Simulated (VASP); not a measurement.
KCl, 2 atoms in the cell. It takes space group F-43m (No. 216, cubic). Conventional cell: a = 7.068 Å, b = 7.068 Å, c = 7.068 Å, α = 90.00°, β = 90.00°, γ = 90.00°. Within 4.0 Å of K (site symmetry -43m) lie 4 Cl at 3.06 Å. Cl (site symmetry -43m) has 4 K at 3.06 Å within 4.0 Å. 

| Property | Result |
| --- | --- |
| Program | VASP 6.6.1 |
| Task | vibrations by perturbation theory |
| Functional | LDA |
| Potentials or basis | VASP PAW LDA potentials, release 64 (K_sv, Cl) |
| Cutoff | 520 eV |
| k mesh | 6 × 6 × 6 |
| Occupations | gaussian, width 0.01 eV |
| Spin | no spin polarisation |
| Dipole correction | no |
| Further INCAR settings | ALGO = Normal; EDIFF = 1e-08; IBRION = 8; NSW = 1 |

Potentials or basis: VASP PAW LDA potentials, release 64 (K_sv, Cl).

Command:

```sh
$ cat potpaw_LDA.64/K_sv/POTCAR potpaw_LDA.64/Cl/POTCAR > POTCAR
$ mpirun -np 1 vasp_std > vasp.out
```

Hardware: 1 thread of Intel(R) Xeon(R) 6975P-C (Granite Rapids), on a shared host.

How long does it take, and how much memory?

Wall time 6 min on 1 thread of Intel(R) Xeon(R) 6975P-C (Granite Rapids), with other jobs on the host, peak memory 0.33 GiB. Counts: scf iterations 210, k points 16.
